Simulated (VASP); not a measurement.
# TaN in VASP: further runs

Runs on TaN. Level: PBEsol. Tasks: electric field gradients.

Program: VASP 6.6.1. These are calculated values, not measurements. Logs are shortened: lines on timing, memory, paths and dates and some standing lists are left out, and cuts for length are marked.

## Step 1: The cell of the first run

Symmetry: I4/mmm, No. 139, tetragonal system. The conventional cell has a = 3.082 Å, b = 3.082 Å, c = 4.402 Å, α = 90.00°, β = 90.00°, γ = 90.00°. Ta (site symmetry 4/mmm) has 6 N at 2.18 to 2.20 Å within 2.9 Å. N (site symmetry 4/mmm) has 6 Ta at 2.18 to 2.20 Å within 2.9 Å.

## Step 2: Electric field gradients, PBEsol (zz strain of +1 %)

INCAR

```
SYSTEM = TaN
PREC = Accurate ; ENCUT = 520
EDIFF = 1E-8 ; ISMEAR = -1
SIGMA = 0.02 ; LREAL = .False.
LASPH = .True. ; NELM = 100
ALGO = Normal ; ISIF = 2
LWAVE = .False. ; LCHARG = .False.
GGA = PS ; LEFG = .True.
NBANDS = 15
```

KPOINTS

```
Automatic mesh
0
Gamma
  9 9 9
  0 0 0
```

POSCAR

```
TaN
1.0
    0.0000000000      2.1790000000      2.2007900000
    2.1790000000      0.0000000000      2.2007900000
    2.1790000000      2.1790000000      0.0000000000
Ta N
1 1
Direct
    0.5000000000      0.5000000000      0.5000000000
    0.0000000000      0.0000000000      0.0000000000
```

Potentials or basis: VASP PAW PBE potentials, release 64 (Ta_pv, N).

Run with:

```
> cat potpaw_PBE.64/Ta_pv/POTCAR potpaw_PBE.64/N/POTCAR > POTCAR
> mpirun -np 1 vasp_std > vasp.out
```

OUTCAR:

```text
SYSTEM = TaN
   PREC = Accurate
   ENCUT = 520
   EDIFF = 1E-8
   ISMEAR = -1
   LREAL = .False.
   LASPH = .True.
   NELM = 100
   ISIF = 2
   GGA = PS

 ion  position               nearest neighbor table
   1  0.500  0.500  0.500-   2 2.18   2 2.18   2 2.18   2 2.18   2 2.20   2 2.20
   2  0.000  0.000  0.000-   1 2.18   1 2.18   1 2.18   1 2.18   1 2.20   1 2.20

  LATTYP: Found a body centered tetragonal cell.
 ALAT       =     3.0815713524
 C/A-ratio  =     1.4283556980

  Lattice vectors:

 A1 = (  -2.1790000000,   0.0000000000,   2.2007900000)
 A2 = (   2.1790000000,   0.0000000000,   2.2007900000)
 A3 = (   0.0000000000,   2.1790000000,  -2.2007900000)

Analysis of symmetry for initial positions (statically):
=====================================================================
 Subroutine PRICEL returns:
 Original cell was already a primitive cell.

 Routine SETGRP: Setting up the symmetry group for a
 body centered tetragonal supercell.

 Subroutine GETGRP returns: Found 16 space group operations
 (whereof 16 operations were pure point group operations)
 out of a pool of 16 trial point group operations.

The static configuration has the point symmetry D_4h.

Analysis of symmetry for dynamics (positions and initial velocities):
=====================================================================
 Subroutine PRICEL returns:
 Original cell was already a primitive cell.

 Routine SETGRP: Setting up the symmetry group for a
 body centered tetragonal supercell.

 Subroutine GETGRP returns: Found 16 space group operations
 (whereof 16 operations were pure point group operations)
 out of a pool of 16 trial point group operations.

The dynamic configuration has the point symmetry D_4h.

 Subroutine INISYM returns: Found 16 space group operations
 (whereof 16 operations are pure point group operations),
 and found     1 'primitive' translations

----------------------------------------------------------------------------------------

                                     Primitive cell

  volume of cell :      20.8989

  direct lattice vectors                    reciprocal lattice vectors
     0.000000000  2.179000000  2.200790000    -0.229463056  0.229463056  0.227191145
     2.179000000  0.000000000  2.200790000     0.229463056 -0.229463056  0.227191145
     2.179000000  2.179000000  0.000000000     0.229463056  0.229463056 -0.227191145

  length of vectors
     3.097017537  3.097017537  3.081571352     0.396134327  0.396134327  0.396134327

  position of ions in fractional coordinates (direct lattice)
     0.500000000  0.500000000  0.500000000
     0.000000000  0.000000000  0.000000000

  ion indices of the primitive-cell ions
   primitive index   ion index
                 1           1
                 2           2

----------------------------------------------------------------------------------------

 KPOINTS: Automatic mesh

Automatic generation of k-mesh.
 Grid dimensions read from file:
 generate k-points for:    9    9    9

 Generating k-lattice:

  Cartesian coordinates                     Fractional coordinates (reciprocal lattice)
    -0.025495895  0.025495895  0.025243461     0.111111111 -0.000000000  0.000000000
     0.025495895 -0.025495895  0.025243461    -0.000000000  0.111111111  0.000000000
     0.025495895  0.025495895 -0.025243461     0.000000000  0.000000000  0.111111111

  Length of vectors
     0.044014925  0.044014925  0.044014925

  Shift w.r.t. Gamma in fractional coordinates (k-lattice)
     0.000000000  0.000000000  0.000000000

 Subroutine IBZKPT returns following result:
 ===========================================

 Found     75 irreducible k-points:

 Following reciprocal coordinates:
            Coordinates               Weight
  0.000000  0.000000  0.000000      1.000000
  0.111111  0.000000  0.000000      8.000000
  0.222222  0.000000  0.000000      8.000000
  0.333333 -0.000000  0.000000      8.000000
  0.444444  0.000000  0.000000      8.000000
  0.111111  0.111111  0.000000      2.000000
[... 16 lines left out ...]
 -0.333333  0.333333  0.000000      4.000000
  0.444444  0.444444  0.000000      2.000000
 [... further k-points ...]
   k-points           NKPTS =     75   k-points in BZ     NKDIM =     75   number of bands    NBANDS=     15
   number of dos      NEDOS =    301   number of ions     NIONS =      2
   total plane-waves  NPLWV =  13824
   dimension x,y,z NGX =    24 NGY =   24 NGZ =   24
   dimension x,y,z NGXF=    48 NGYF=   48 NGZF=   48
   ions per type =               1   1
   NGX,Y,Z   is equivalent  to a cutoff of  12.88, 12.88, 12.95 a.u.
   NGXF,Y,Z  is equivalent  to a cutoff of  25.77, 25.77, 25.90 a.u.
 SYSTEM =  TaN
   PREC   = accura    normal or accurate (medium, high low for compatibility)
   ISTART =      0    job   : 0-new  1-cont  2-samecut
   ICHARG =      2    charge: 1-file 2-atom 10-const
   ISPIN  =      1    spin polarized calculation?
   LNONCOLLINEAR =      F non collinear calculations
   LSORBIT =      F    spin-orbit coupling
   LASPH  =      T    aspherical Exc in radial PAW
   ENCUT  =  520.0 eV  38.22 Ry    6.18 a.u.   5.76  5.76  5.73*2*pi/ulx,y,z
   NELM   =    100;   NELMIN=  2; NELMDL= -5     # of ELM steps
   EDIFF  = 0.1E-07   stopping-criterion for ELM
   LREAL  =      F    real-space projection
   EDIFFG = 0.1E-06   stopping-criterion for IOM
   NSW    =      0    number of steps for IOM
   IBRION =     -1    ionic relax: 0-MD 1-quasi-New 2-CG
   NFREE  =      0    steps in history (QN), initial steepest desc. (CG)
   ISIF   =      2    stress and relaxation
   ISYM   =      2    0-nonsym 1-usesym 2-fastsym
   POTIM  = 0.5000    time-step for ionic-motion
   TEBEG  =    0.0;   TEEND  =   0.0 temperature during run
   PSTRESS=    0.0 pullay stress
   NELECT =      16.0000    total number of electrons
   NUPDOWN=      -1.0000    fix difference up-down
   EMIN   =  10.00;   EMAX   =-10.00  energy-range for DOS
   EFERMI =   0.00;   METHOD = LEGACY
   ISMEAR =    -1;   SIGMA  =   0.02  broadening in eV -4-tet -1-fermi 0-gaus
   EFERMI_NEDOS =   21; number of points for ismear=-14 and -15
   IALGO  =     38    algorithm
   IMIX   =      4    mixing-type and parameters
     AMIX     =   0.40;   BMIX     =  1.00
     AMIX_MAG =   1.60;   BMIX_MAG =  1.00
  volume/ion in A,a.u.               =      10.45        70.52
  Fermi-wavevector in a.u.,A,eV,Ry     =   1.497639  2.830127 30.516814  2.242923
  Thomas-Fermi vector in A             =   2.609501
   LORBIT       =      0    0 simple, 1 ext, 2 COOP (PROOUT), +10 PAW based schemes
   GGA     = PS    functional components
   LHFCALC =     F    Hartree Fock is set to
   AEXX    =    0.0000 exact exchange contribution
   IVDW    =     0    specifies the selected vdW correction
   LEPSILON=     F    determine dielectric tensor
   LRPA    =     F    only Hartree local field effects (RPA)
 non-spin polarized calculation
  energy-cutoff  :      520.00
  volume of cell :       20.90
 maximum number of plane-waves:       572
   NGX = 11   NGY = 11   NGZ = 11

 number of electron      16.0000001 magnetization

 Free energy of the ion-electron system (eV)
  ---------------------------------------------------
  ext. energy  EPLUGINS =         0.00000000
  ---------------------------------------------------
  free energy    TOTEN  =       -23.21019202 eV

  energy without entropy =      -23.20885144  energy(sigma->0) =      -23.20952173

 E-fermi :   9.4571     XC(G=0): -13.6854

 val. band max:        9.4070662897   @ k =  -0.4444   0.2222   0.1111
 cond. band min:       9.4647011938   @ k =  -0.2222   0.0000   0.2222
 fundamental gap:      0.0576349040
 Fermi energy:         9.4571466062

 k-point     1 :       0.0000    0.0000    0.0000
  band No.  band energies     occupation
      1     -26.1113      2.00000
      2     -26.1007      2.00000
      3     -26.1007      2.00000
      4      -9.3776      2.00000
      5       5.6983      2.00000
      6       5.7455      2.00000
      7       5.7455      2.00000
      8       7.3147      2.00000
      9       7.4345      2.00000
     10       7.4345      2.00000
     11       9.5058      0.16142
     12       9.6729      0.00004
     13      11.2906      0.00000
     14      18.9576      0.00000
     15      21.9690      0.00000

 k-point     2 :       0.1111    0.0000    0.0000
  band No.  band energies     occupation
      1     -26.2205      2.00000
      2     -26.1189      2.00000
      3     -26.1103      2.00000
      4      -9.0689      2.00000
      5       4.3981      2.00000
      6       4.7971      2.00000
      7       4.8328      2.00000
      8       7.7985      2.00000
      9       7.8658      2.00000
     10       7.9222      2.00000
     11      10.6434      0.00000
     12      10.8252      0.00000
     13      12.1331      0.00000
     14      19.8770      0.00000
     15      21.9683      0.00000

 k-point     3 :       0.2222    0.0000    0.0000
  band No.  band energies     occupation
      1     -26.5031      2.00000
      2     -26.1475      2.00000
      3     -26.1345      2.00000
      4      -8.2466      2.00000
      5       2.3178      2.00000
      6       3.4575      2.00000
      7       3.4838      2.00000
      8       8.5677      2.00000
      9       8.8277      2.00000
     10       8.8508      2.00000
     11      12.8530      0.00000
     12      13.0755      0.00000
     13      13.7781      0.00000
     14      21.7990      0.00000
     15      21.9802      0.00000
[... 343 lines left out ...]
 k-point    23 :      -0.3333    0.3333    0.0000
  band No.  band energies     occupation
      1     -26.7127      2.00000
      2     -26.6642      2.00000
      3     -26.2743      2.00000
      4      -7.0900      2.00000
      5       0.9277      2.00000
      6       2.5928      2.00000
      7       2.7178      2.00000
      8       8.7540      2.00000
      9      11.5453      0.00000
     10      11.5510      0.00000
     11      13.6843      0.00000
     12      16.2335      0.00000
     13      19.2749      0.00000
     14      20.7988      0.00000
     15      20.9523      0.00000

 k-point    24 :       0.4444    0.4444    0.0000
  band No.  band energies     occupation
      1     -26.8672      2.00000
      2     -26.3876      2.00000
      3     -26.3876      2.00000
      4      -8.0630      2.00000
      5       2.5904      2.00000
      6       4.0384      2.00000
      7       4.9171      2.00000
      8       4.9171      2.00000
      9      11.6377      0.00000
     10      13.1660      0.00000
     11      13.1660      0.00000
     12      14.1728      0.00000
     13      16.7947      0.00000
     14      18.8812      0.00000
     15      21.9846      0.00000

 [... further k-points ...]
[... 5 lines left out ...]
  --------------------------------------------------------------------------------------
  -------------------------------------------------------------------------------------
  Total        0.5715801      0.5715801     -0.4461395      0.0000000      0.0000000      0.0000000
  in kB       43.8192176     43.8192176    -34.2025266      0.0000000      0.0000000      0.0000000
  external PRESSURE =      17.8119695 kB  Pullay stress =       0.0000000 kB

 VOLUME and BASIS-vectors are now :
 -----------------------------------------------------------------------------
  energy-cutoff  :      520.00
  volume of cell :       20.90
      direct lattice vectors                 reciprocal lattice vectors
     0.000000000  2.179000000  2.200790000    -0.229463056  0.229463056  0.227191145
     2.179000000  0.000000000  2.200790000     0.229463056 -0.229463056  0.227191145
     2.179000000  2.179000000  0.000000000     0.229463056  0.229463056 -0.227191145

 POSITION                                       TOTAL-FORCE (eV/Angst)
 -----------------------------------------------------------------------------------
      2.17900      2.17900      2.20079         0.000000     -0.000000     -0.000000
      0.00000      0.00000      0.00000        -0.000000      0.000000      0.000000
 -----------------------------------------------------------------------------------
    total drift:                                0.000000     -0.000000     -0.000000

  FREE ENERGIE OF THE ION-ELECTRON SYSTEM (eV)
  ---------------------------------------------------
  free  energy   TOTEN  =       -23.2101920207 eV

  energy  without entropy=      -23.2088514396  energy(sigma->0) =      -23.20952173

 Electric field gradients (V/A^2)
---------------------------------------------------------------------
 ion       V_xx      V_yy      V_zz      V_xy      V_xz      V_yz
---------------------------------------------------------------------
   1     -22.999   -22.999    45.998     0.000     0.000     0.000
   2      -1.730    -1.730     3.459     0.000     0.000     0.000
---------------------------------------------------------------------

 Electric field gradients after diagonalization (V/A^2)
 (convention: |V_zz| > |V_xx| > |V_yy|)
----------------------------------------------------------------------
 ion       V_xx      V_yy      V_zz     asymmetry (V_yy - V_xx)/ V_zz
----------------------------------------------------------------------
   1     -22.999   -22.999    45.998       0.000
   2      -1.730    -1.730     3.459       0.000
----------------------------------------------------------------------

           NMR quadrupolar parameters

 Cq : quadrupolar parameter    Cq=e*Q*V_zz/h
 eta: asymmetry parameters     (V_yy - V_xx)/ V_zz
 Q  : nuclear electric quadrupole moment in mb (millibarn)
----------------------------------------------------------------------
 ion       Cq(MHz)       eta       Q (mb)
----------------------------------------------------------------------
   1       0.111       0.000       1.000
   2       0.008       0.000       1.000
----------------------------------------------------------------------
```

Wall time 14 s (1 thread of Intel Xeon Platinum 8488C (Sapphire Rapids), shared host); peak memory 0.13 GiB.

What came out:

```
Free energy            : -23.2102 eV
Pressure               : 1.8 GPa
Band gap on the k mesh : zero (band 8 reaches 11.17 eV, above the bottom of band 9 at 7.43 eV)
```

Electric field gradients, principal values (V/Å²):
```csv
atom,least,middle,greatest (by size)
1 Ta,-22.999,-22.999,45.998
2 N,-1.730,-1.730,3.459
```

Caveat: the cell differs from its parent crystal (zz strain of +1 %); without QUAD_EFG the Cq values of the log hold for a quadrupole moment of 1 mb, not for the nuclei; the PAW data sets were made with another functional, which shifts forces and pressure a little; spin-orbit coupling is left out, which moves the levels of the heavy elements.

[end of part 1 of 3]
